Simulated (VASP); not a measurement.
Set up this calculation in VASP 6.6.1, as the native input.

- Task: single point
- Functional: r2SCAN
- Potentials or basis: VASP PAW PBE potentials, release 64 (Sn_d, Te)
- Cutoff: 520 eV
- k mesh: 12 × 12 × 12
- Occupations: gaussian, width 0.02 eV
- Spin: no spin polarisation
- Dipole correction: no
- Further INCAR settings: ALGO = Normal; EDIFF = 1e-06; NBANDS = 17

SnTe:

```xyz
2
Lattice="-2.2669 2.2669 3.2172 2.2669 -2.2669 3.2172 2.2669 2.2669 -3.2172" Properties=species:S:1:pos:R:3 pbc="T T T"
Sn    0.0000    0.0000    4.4878
Te    0.0000    0.0000    1.1423
```

These files were run (other wordings do the same):

POSCAR

```
SnTe
1.0
   -2.2669169836      2.2669169836      3.2172387285
    2.2669169836     -2.2669169836      3.2172387285
    2.2669169836      2.2669169836     -3.2172387285
Sn Te
1 1
Direct
    0.6974675640      0.6974675640      0.0000000000
    0.1775324360      0.1775324360      0.0000000000
```

INCAR.step1

```
SYSTEM = SnTe
ALGO = Normal
EDIFF = 1E-4
ENCUT = 520
GGA = PE
ISMEAR = 0
LASPH = .TRUE.
LCHARG = .FALSE.
LREAL = .FALSE.
LWAVE = .TRUE.
NBANDS = 17
NELM = 100
PREC = Accurate
SIGMA = 0.02
```

INCAR.step2

```
SYSTEM = SnTe
ALGO = Normal
EDIFF = 1E-6
ENCUT = 520
ISIF = 2
ISMEAR = 0
ISTART = 1
LASPH = .TRUE.
LCHARG = .FALSE.
LMIXTAU = .TRUE.
LREAL = .FALSE.
LWAVE = .FALSE.
METAGGA = R2SCAN
NBANDS = 17
NELM = 100
PREC = Accurate
SIGMA = 0.02
```

KPOINTS

```
k-points
0
G
  12 12 12
  0 0 0
```

Potentials or basis: VASP PAW PBE potentials, release 64 (Sn_d, Te).

Launch:

```console
$ cat potpaw_PBE.64/Sn_d/POTCAR potpaw_PBE.64/Te/POTCAR > POTCAR
$ cp INCAR.step1 INCAR
$ mpirun -np 1 vasp_std > vasp.out
$ cp INCAR.step2 INCAR
$ mpirun -np 1 vasp_std > vasp.out
```

Results of the run:

```json
{"Pressure": "-0.8 GPa", "Largest force": "0.046 eV/Å", "Band gap on the k mesh": "0.39 eV, direct"}
```

Caveat: the PAW data sets were made with another functional, which shifts forces and pressure a little; spin-orbit coupling is left out, which moves the levels of the heavy elements.

Run time: 4.8 min on 1 thread of Intel(R) Xeon(R) 6975P-C (Granite Rapids), on a shared host, peak memory 0.35 GiB.
